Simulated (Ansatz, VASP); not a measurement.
# KBr: VASP beside Ansatz

The input INCAR:

```
ALGO = Normal
EDIFF = 1E-6
ENCUT = 500
GGA = PE
GGA_COMPAT = False
ISIF = 2
ISMEAR = 0
LASPH = True
LCHARG = False
LREAL = False
LWAVE = False
NBANDS = 15
NELM = 120
PREC = Accurate
SIGMA = 0.01
```

File KPOINTS:

```
k-points
0
Gamma
  7 7 7
```

File POSCAR:

```
KBr
1.0
    0.0000000000      3.3000000000      3.3000000000
    3.3000000000      0.0000000000      3.3000000000
    3.3000000000      3.3000000000      0.0000000000
Br K
1 1
Direct
    0.5000000000      0.5000000000      0.5000000000
    0.0000000000      0.0000000000      0.0000000000
```

The input input.yaml:

```yaml
crystal:
  lattice: { a: 6.6, b: 6.6, c: 6.6, alpha: 90.0, beta: 90.0, gamma: 90.0 }
  space_group: 225
  reduce_to_primitive: true
  atoms:
    - { symbol: Br, wyckoff: "4b", position: [0.5, 0.0, 0.0] }
    - { symbol: K, wyckoff: "4a", position: [0.0, 0.0, 0.0] }
hamiltonian:
  xc: pbe
  pseudopotentials: { kind: nc }
kpoints:
  mp_grid: { grid: [7, 7, 7] }
scf:
  occupations: { method: fixed }
output:
  forces: true
  stress: true
  polarization: {}
```

Alike in both runs: functional PBE; k mesh 7 × 7 × 7; no spin polarisation.

|  | VASP | Ansatz |
| --- | --- | --- |
| version | VASP 6.6.1 | Ansatz 0.2.0 |
| potentials or method | VASP PAW PBE potentials, release 64 (Br, K_sv) | Ansatz NC |
| plane-wave cutoff (eV) | 500 | 850 |
| occupations | gaussian, width 0.01 eV | fixed |
| valence electrons in the cell | 16 | 16 |
| task | single point | Berry-phase polarisation |

|  | VASP | Ansatz | Ansatz less VASP |
| --- | --- | --- | --- |
| gap on the k mesh at the Fermi level (eV) | 4.43 | 4.43 | +0.001 |
| least direct gap on the mesh (eV) | 4.43 | 4.43 | +0.001 |
| pressure (GPa) | 0.8 | 0.7 | -0.04 |

Noted on Ansatz's run: odd divisions of the mesh miss points on the zone boundary, where band edges often lie, so the gap on the mesh can be too wide.
